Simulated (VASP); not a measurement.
# KCl (Fm-3m) in VASP: further runs

The runs below take KCl through single point, with PBEsol.

Program: VASP 6.6.1. These are calculated values, not measurements. Logs are shortened: lines on timing, memory, paths and dates and some standing lists are left out, and cuts for length are marked.

## (1) The cell of the first run

Symmetry: Fm-3m, No. 225, cubic system. The conventional cell has a = 6.270 Å, b = 6.270 Å, c = 6.270 Å, α = 90.00°, β = 90.00°, γ = 90.00°. K (site symmetry m-3m) has 6 Cl at 3.13 Å within 4.1 Å. Within 4.1 Å of Cl (site symmetry m-3m) lie 6 K at 3.13 Å.

## (2) Single point, PBEsol (volume scaled by 0.98)

INCAR reads:

```
SYSTEM = KCl
PREC = Accurate
ENCUT = 520
EDIFF = 1E-6
ISMEAR = -1
SIGMA = 0.03
LREAL = .FALSE.
LASPH = .TRUE.
NELM = 100
ALGO = Normal
ISIF = 2
LWAVE = .FALSE.
LCHARG = .FALSE.
GGA = PS
NBANDS = 15
```

KPOINTS reads:

```
regular mesh
0
G
  7 7 7
  0 0 0
```

POSCAR reads:

```
KCl
1.0
    0.0000000000      3.1349174826      3.1349174826
    3.1349174826      0.0000000000      3.1349174826
    3.1349174826      3.1349174826      0.0000000000
K Cl
1 1
Direct
    0.0000000000      0.0000000000      0.0000000000
    0.5000000000      0.5000000000      0.5000000000
```

Potentials or basis: VASP PAW PBE potentials, release 64 (K_sv, Cl).

Started as:

```console
> cat potpaw_PBE.64/K_sv/POTCAR potpaw_PBE.64/Cl/POTCAR > POTCAR
> mpirun -np 1 vasp_std > vasp.out
```

OUTCAR:

```text
SYSTEM = KCl
   PREC = Accurate
   ENCUT = 520
   EDIFF = 1E-6
   ISMEAR = -1
   LREAL = .FALSE.
   LASPH = .TRUE.
   NELM = 100
   ISIF = 2
   GGA = PS

 ion  position               nearest neighbor table
   1  0.000  0.000  0.000-   2 3.13   2 3.13   2 3.13   2 3.13   2 3.13   2 3.13
   2  0.500  0.500  0.500-   1 3.13   1 3.13   1 3.13   1 3.13   1 3.13   1 3.13

  LATTYP: Found a face centered cubic cell.
 ALAT       =     6.2698349652

  Lattice vectors:

 A1 = (   0.0000000000,   3.1349174826,   3.1349174826)
 A2 = (   3.1349174826,   0.0000000000,   3.1349174826)
 A3 = (   3.1349174826,   3.1349174826,   0.0000000000)

Analysis of symmetry for initial positions (statically):
=====================================================================
 Subroutine PRICEL returns:
 Original cell was already a primitive cell.

 Routine SETGRP: Setting up the symmetry group for a
 face centered cubic supercell.

 Subroutine GETGRP returns: Found 48 space group operations
 (whereof 48 operations were pure point group operations)
 out of a pool of 48 trial point group operations.

The static configuration has the point symmetry O_h .

Analysis of symmetry for dynamics (positions and initial velocities):
=====================================================================
 Subroutine PRICEL returns:
 Original cell was already a primitive cell.

 Routine SETGRP: Setting up the symmetry group for a
 face centered cubic supercell.

 Subroutine GETGRP returns: Found 48 space group operations
 (whereof 48 operations were pure point group operations)
 out of a pool of 48 trial point group operations.

The dynamic configuration has the point symmetry O_h .

 Subroutine INISYM returns: Found 48 space group operations
 (whereof 48 operations are pure point group operations),
 and found     1 'primitive' translations

----------------------------------------------------------------------------------------

                                     Primitive cell

  volume of cell :      61.6181

  direct lattice vectors                    reciprocal lattice vectors
     0.000000000  3.134917483  3.134917483    -0.159493831  0.159493831  0.159493831
     3.134917483  0.000000000  3.134917483     0.159493831 -0.159493831  0.159493831
     3.134917483  3.134917483  0.000000000     0.159493831  0.159493831 -0.159493831

  length of vectors
     4.433442821  4.433442821  4.433442821     0.276251419  0.276251419  0.276251419

  position of ions in fractional coordinates (direct lattice)
     0.000000000  0.000000000  0.000000000
     0.500000000  0.500000000  0.500000000

  ion indices of the primitive-cell ions
   primitive index   ion index
                 1           1
                 2           2

----------------------------------------------------------------------------------------

 KPOINTS: regular mesh

Automatic generation of k-mesh.
 Grid dimensions read from file:
 generate k-points for:    7    7    7

 Generating k-lattice:

  Cartesian coordinates                     Fractional coordinates (reciprocal lattice)
    -0.022784833  0.022784833  0.022784833     0.142857143  0.000000000  0.000000000
     0.022784833 -0.022784833  0.022784833     0.000000000  0.142857143  0.000000000
     0.022784833  0.022784833 -0.022784833     0.000000000  0.000000000  0.142857143

  Length of vectors
     0.039464488  0.039464488  0.039464488

  Shift w.r.t. Gamma in fractional coordinates (k-lattice)
     0.000000000  0.000000000  0.000000000

 Subroutine IBZKPT returns following result:
 ===========================================

 Found     20 irreducible k-points:

 Following reciprocal coordinates:
            Coordinates               Weight
  0.000000  0.000000  0.000000      1.000000
  0.142857  0.000000  0.000000      8.000000
  0.285714  0.000000  0.000000      8.000000
  0.428571  0.000000  0.000000      8.000000
  0.142857  0.142857  0.000000      6.000000
  0.285714  0.142857  0.000000     24.000000
[... 12 lines left out ...]
 -0.428571  0.428571  0.142857     24.000000
 -0.285714  0.428571  0.142857     24.000000
   k-points           NKPTS =     20   k-points in BZ     NKDIM =     20   number of bands    NBANDS=     15
   number of dos      NEDOS =    301   number of ions     NIONS =      2
   total plane-waves  NPLWV =  46656
   dimension x,y,z NGX =    36 NGY =   36 NGZ =   36
   dimension x,y,z NGXF=    72 NGYF=   72 NGZF=   72
   ions per type =               1   1
   NGX,Y,Z   is equivalent  to a cutoff of  13.50, 13.50, 13.50 a.u.
   NGXF,Y,Z  is equivalent  to a cutoff of  27.00, 27.00, 27.00 a.u.
 SYSTEM =  KCl
   PREC   = accura    normal or accurate (medium, high low for compatibility)
   ISTART =      0    job   : 0-new  1-cont  2-samecut
   ICHARG =      2    charge: 1-file 2-atom 10-const
   ISPIN  =      1    spin polarized calculation?
   LNONCOLLINEAR =      F non collinear calculations
   LSORBIT =      F    spin-orbit coupling
   LASPH  =      T    aspherical Exc in radial PAW
   ENCUT  =  520.0 eV  38.22 Ry    6.18 a.u.   8.24  8.24  8.24*2*pi/ulx,y,z
   NELM   =    100;   NELMIN=  2; NELMDL= -5     # of ELM steps
   EDIFF  = 0.1E-05   stopping-criterion for ELM
   LREAL  =      F    real-space projection
   EDIFFG = 0.1E-04   stopping-criterion for IOM
   NSW    =      0    number of steps for IOM
   IBRION =     -1    ionic relax: 0-MD 1-quasi-New 2-CG
   NFREE  =      0    steps in history (QN), initial steepest desc. (CG)
   ISIF   =      2    stress and relaxation
   ISYM   =      2    0-nonsym 1-usesym 2-fastsym
   POTIM  = 0.5000    time-step for ionic-motion
   TEBEG  =    0.0;   TEEND  =   0.0 temperature during run
   PSTRESS=    0.0 pullay stress
   NELECT =      16.0000    total number of electrons
   NUPDOWN=      -1.0000    fix difference up-down
   EMIN   =  10.00;   EMAX   =-10.00  energy-range for DOS
   EFERMI =   0.00;   METHOD = LEGACY
   ISMEAR =    -1;   SIGMA  =   0.03  broadening in eV -4-tet -1-fermi 0-gaus
   EFERMI_NEDOS =   21; number of points for ismear=-14 and -15
   IALGO  =     38    algorithm
   IMIX   =      4    mixing-type and parameters
     AMIX     =   0.40;   BMIX     =  1.00
     AMIX_MAG =   1.60;   BMIX_MAG =  1.00
  volume/ion in A,a.u.               =      30.81       207.91
  Fermi-wavevector in a.u.,A,eV,Ry     =   1.044428  1.973684 14.841655  1.090831
  Thomas-Fermi vector in A             =   2.179181
   LORBIT       =      0    0 simple, 1 ext, 2 COOP (PROOUT), +10 PAW based schemes
   GGA     = PS    functional components
   LHFCALC =     F    Hartree Fock is set to
   AEXX    =    0.0000 exact exchange contribution
   IVDW    =     0    specifies the selected vdW correction
   LEPSILON=     F    determine dielectric tensor
   LRPA    =     F    only Hartree local field effects (RPA)
 non-spin polarized calculation
  energy-cutoff  :      520.00
  volume of cell :       61.62
 maximum number of plane-waves:      1673
 NGX is ok and might be reduce to    36
   NGX = 17   NGY = 17   NGZ = 17

 number of electron      16.0000002 magnetization

 Free energy of the ion-electron system (eV)
  ---------------------------------------------------
  ext. energy  EPLUGINS =         0.00000000
  ---------------------------------------------------
  free energy    TOTEN  =        -7.02305866 eV

  energy without entropy =       -7.02305866  energy(sigma->0) =       -7.02305866

 E-fermi :  -1.1474     XC(G=0):  -7.7680

 val. band max:       -1.8620442010   @ k =   0.0000   0.0000   0.0000
 cond. band min:       3.1954217424   @ k =   0.0000   0.0000   0.0000
 fundamental gap:      5.0574659434
 Fermi energy:        -1.1473646570

 k-point     1 :       0.0000    0.0000    0.0000
  band No.  band energies     occupation
      1     -28.8799      2.00000
      2     -13.9660      2.00000
      3     -12.4066      2.00000
      4     -12.4066      2.00000
      5     -12.4066      2.00000
      6      -1.8620      2.00000
      7      -1.8620      2.00000
      8      -1.8620      2.00000
      9       3.1954      0.00000
     10       6.4367      0.00000
     11       6.4367      0.00000
     12       6.4367      0.00000
     13       7.3291      0.00000
     14       7.3291      0.00000
     15      10.9226      0.00000

 k-point     2 :       0.1429    0.0000    0.0000
  band No.  band energies     occupation
      1     -28.8777      2.00000
      2     -14.0052      2.00000
      3     -12.4085      2.00000
      4     -12.4085      2.00000
      5     -12.3569      2.00000
      6      -2.1172      2.00000
      7      -1.9307      2.00000
      8      -1.9307      2.00000
      9       3.6871      0.00000
     10       6.2812      0.00000
     11       6.6966      0.00000
     12       6.6966      0.00000
     13       7.6128      0.00000
     14       7.6128      0.00000
     15      11.6900      0.00000

 k-point     3 :       0.2857    0.0000    0.0000
  band No.  band energies     occupation
      1     -28.8727      2.00000
      2     -14.0857      2.00000
      3     -12.4127      2.00000
      4     -12.4127      2.00000
      5     -12.2522      2.00000
      6      -2.5971      2.00000
      7      -2.0776      2.00000
      8      -2.0776      2.00000
      9       4.7470      0.00000
     10       6.2300      0.00000
     11       7.4233      0.00000
     12       7.4233      0.00000
     13       8.3693      0.00000
     14       8.3693      0.00000
     15      11.4251      0.00000

 k-point     4 :       0.4286    0.0000    0.0000
  band No.  band energies     occupation
      1     -28.8687      2.00000
      2     -14.1445      2.00000
      3     -12.4161      2.00000
      4     -12.4161      2.00000
      5     -12.1735      2.00000
      6      -2.9231      2.00000
      7      -2.1891      2.00000
      8      -2.1891      2.00000
      9       5.5004      0.00000
     10       6.5741      0.00000
     11       8.4020      0.00000
     12       8.4020      0.00000
     13       9.2492      0.00000
     14       9.2492      0.00000
     15      10.4475      0.00000
[... 235 lines left out ...]
 k-point    18 :      -0.4286    0.2857    0.1429
  band No.  band energies     occupation
      1     -28.8664      2.00000
      2     -14.0410      2.00000
      3     -12.4756      2.00000
      4     -12.4479      2.00000
      5     -12.2749      2.00000
      6      -2.6861      2.00000
      7      -2.2727      2.00000
      8      -2.2060      2.00000
      9       5.8096      0.00000
     10       6.2295      0.00000
     11       7.9080      0.00000
     12       8.4718      0.00000
     13       9.0082      0.00000
     14       9.5173      0.00000
     15      10.0473      0.00000

 k-point    19 :      -0.4286    0.4286    0.1429
  band No.  band energies     occupation
      1     -28.8652      2.00000
      2     -13.9461      2.00000
      3     -12.5146      2.00000
      4     -12.4814      2.00000
      5     -12.3641      2.00000
      6      -2.5347      2.00000
      7      -2.2359      2.00000
      8      -2.1919      2.00000
      9       5.1364      0.00000
     10       6.5587      0.00000
     11       7.6063      0.00000
     12       8.5853      0.00000
     13       8.8329      0.00000
     14       9.6591      0.00000
     15      10.1598      0.00000

 k-point    20 :      -0.2857    0.4286    0.1429
  band No.  band energies     occupation
      1     -28.8649      2.00000
      2     -13.9740      2.00000
      3     -12.5205      2.00000
      4     -12.4816      2.00000
      5     -12.3154      2.00000
      6      -2.4704      2.00000
      7      -2.3881      2.00000
      8      -2.2423      2.00000
      9       5.7495      0.00000
     10       6.4635      0.00000
     11       7.6156      0.00000
     12       8.0193      0.00000
     13       9.5352      0.00000
     14       9.6142      0.00000
     15      10.4525      0.00000

------------------------ aborting loop because EDIFF is reached ----------------------------------------

  FORCE on cell =-STRESS in cart. coord.  units (eV):
  Direction    XX          YY          ZZ          XY          YZ          ZX
  --------------------------------------------------------------------------------------
  -------------------------------------------------------------------------------------
  Total       -0.0710150     -0.0710150     -0.0710150      0.0000000      0.0000000      0.0000000
  in kB       -1.8465129     -1.8465129     -1.8465129      0.0000000      0.0000000      0.0000000
  external PRESSURE =      -1.8465129 kB  Pullay stress =       0.0000000 kB

 VOLUME and BASIS-vectors are now :
 -----------------------------------------------------------------------------
  energy-cutoff  :      520.00
  volume of cell :       61.62
      direct lattice vectors                 reciprocal lattice vectors
     0.000000000  3.134917483  3.134917483    -0.159493831  0.159493831  0.159493831
     3.134917483  0.000000000  3.134917483     0.159493831 -0.159493831  0.159493831
     3.134917483  3.134917483  0.000000000     0.159493831  0.159493831 -0.159493831

 POSITION                                       TOTAL-FORCE (eV/Angst)
 -----------------------------------------------------------------------------------
      0.00000      0.00000      0.00000        -0.000000     -0.000000     -0.000000
      3.13492      3.13492      3.13492         0.000000      0.000000      0.000000
 -----------------------------------------------------------------------------------
    total drift:                                0.000000      0.000000      0.000000

  FREE ENERGIE OF THE ION-ELECTRON SYSTEM (eV)
  ---------------------------------------------------
  free  energy   TOTEN  =        -7.0230586624 eV

  energy  without entropy=       -7.0230586624  energy(sigma->0) =       -7.02305866
```

Wall time 9.8 s (1 thread of Intel Xeon 6975P-C (Granite Rapids), shared host); peak memory 0.2 GiB.

What came out:

| Property | Result |
| --- | --- |
| Free energy | -7.0231 eV |
| Pressure | -0.2 GPa |
| Band gap on the k mesh | 5.06 eV, direct |

Caveat: the PAW data sets were made with another functional, which shifts forces and pressure a little. A k mesh can miss the band edges.

(Continued in part 2 of 2.)
